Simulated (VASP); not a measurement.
Bi2Te3, 5 atoms in the cell. It takes space group R-3m (No. 166, trigonal). Conventional cell: a = 4.254 Å, b = 4.254 Å, c = 30.497 Å, α = 90.00°, β = 90.00°, γ = 120.00°. Within 4.0 Å of Bi (site symmetry 3m) lie 6 Te at 3.01 to 3.19 Å. Te (site symmetry -3m) has 6 Bi at 3.19 Å and 6 Te at 4.25 Å within 4.3 Å. Te (site symmetry 3m) has 3 Bi at 3.01 Å and 3 Te at 3.59 Å within 4.0 Å.  This cell differs from its parent crystal: equal xx and yy strain of -3 %.

```yaml
Program: VASP 6.6.1
Task: electric field gradients
Functional: PBE
Potentials_or_basis: VASP PAW PBE potentials, release 64 (Bi_d, Te)
Cutoff: 520 eV
k_mesh: 7 × 7 × 7
Occupations: fermi-dirac, width 0.08 eV
Spin: no spin polarisation
Dipole_correction: no
Further_INCAR_settings: ALGO = Normal; EDIFF = 1e-08; NBANDS = 32
```

Potentials or basis: VASP PAW PBE potentials, release 64 (Bi_d, Te).

Command:

```sh
$ cat potpaw_PBE.64/Bi_d/POTCAR potpaw_PBE.64/Te/POTCAR > POTCAR
$ mpirun -np 1 vasp_std > vasp.out
```

Hardware: 1 thread of Intel(R) Xeon(R) Platinum 8488C (Sapphire Rapids), on a shared host.

Q: How long does it take, and how much memory?

A: Run time: 22 min on 1 thread of Intel(R) Xeon(R) Platinum 8488C (Sapphire Rapids), with other jobs on the host, peak memory 0.96 GiB. Counts: scf iterations 20, k points 44.
